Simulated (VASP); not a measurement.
**SiO2: single point with LDA**

Crystal: SiO2.

```
Si O
1.0
     5.20031    0.00000    0.00000
     0.00000    7.17017    0.00000
     0.00000    0.00000    8.12711
Si O
6 12
Direct
  0.25000 0.22101 0.09978
  0.75000 0.77899 0.90022
  0.75000 0.22101 0.90022
  0.25000 0.77899 0.09978
  0.25000 0.50000 0.38793
  0.75000 0.50000 0.61207
  0.00000 0.28616 0.00000
  0.50000 0.71384 0.00000
  0.00000 0.71384 0.00000
  0.50000 0.28616 0.00000
  0.25000 0.00000 0.12404
  0.75000 0.00000 0.87596
  0.25000 0.31481 0.27770
  0.75000 0.68519 0.72230
  0.75000 0.31481 0.72230
  0.25000 0.68519 0.27770
  0.50000 0.50000 0.50000
  0.00000 0.50000 0.50000
```

```json
{"Program": "VASP 6.6.1", "Task": "single point", "Functional": "LDA", "Potentials or basis": "VASP PAW LDA potentials, release 64 (Si, O)", "Cutoff": "520 eV", "k mesh": "4 × 4 × 4", "Occupations": "gaussian, width 0.02 eV", "Spin": "no spin polarisation", "Dipole correction": "no", "Further INCAR settings": "LREAL = Auto; ALGO = Normal; EDIFF = 1e-06; NBANDS = 63"}
```

| Item | Value |
| --- | --- |
| Pressure | 2.4 GPa |
| Largest force | 0.041 eV/Å |
| Band gap on the k mesh | 5.44 eV (least direct gap 5.45 eV) |

Forces in eV/Å, atoms in the order of the input:
```
Si   0.000  0.014  0.028
Si   0.000 -0.014 -0.028
Si   0.000  0.014 -0.028
Si   0.000 -0.014  0.028
Si   0.000  0.000  0.041
Si   0.000  0.000 -0.041
O    0.000  0.022  0.000
O    0.000 -0.022  0.000
O    0.000 -0.022  0.000
O    0.000  0.022  0.000
O    0.000  0.000 -0.012
O    0.000  0.000  0.012
O    0.000 -0.012  0.009
O    0.000  0.012 -0.009
O    0.000 -0.012 -0.009
O    0.000  0.012  0.009
O    0.000  0.000  0.000
O    0.000  0.000  0.000
```

Levels at points of the mesh, in eV from the valence-band top:
```csv
k point,band 46,band 47,band 48,band 49,band 50,band 51
"(0.00, 0.00, 0.00)",-0.62,-0.32,-0.01,5.44,7.91,8.12
"(0.50, 0.00, 0.00)",-0.85,-0.52,-0.52,7.30,7.30,8.72
"(0.00, 0.50, 0.00)",-0.30,-0.18,-0.01,6.45,6.51,8.14
"(0.50, 0.50, 0.00)",-0.65,-0.29,-0.29,7.79,7.79,8.02
"(0.00, 0.00, 0.50)",-0.44,-0.24,0.00,6.06,6.52,8.18
"(0.50, 0.00, 0.50)",-0.86,-0.83,-0.83,7.73,7.73,7.84
"(0.00, 0.50, 0.50)",-0.33,-0.28,0.00,6.77,7.14,7.31
"(0.50, 0.50, 0.50)",-0.85,-0.31,-0.31,8.04,8.04,8.08
```

Wall time 7.9 min on 1 thread of AMD EPYC 9R45 96-Core Processor (Zen 5), on a shared host, peak memory 0.42 GiB.

A k mesh can miss the band edges.
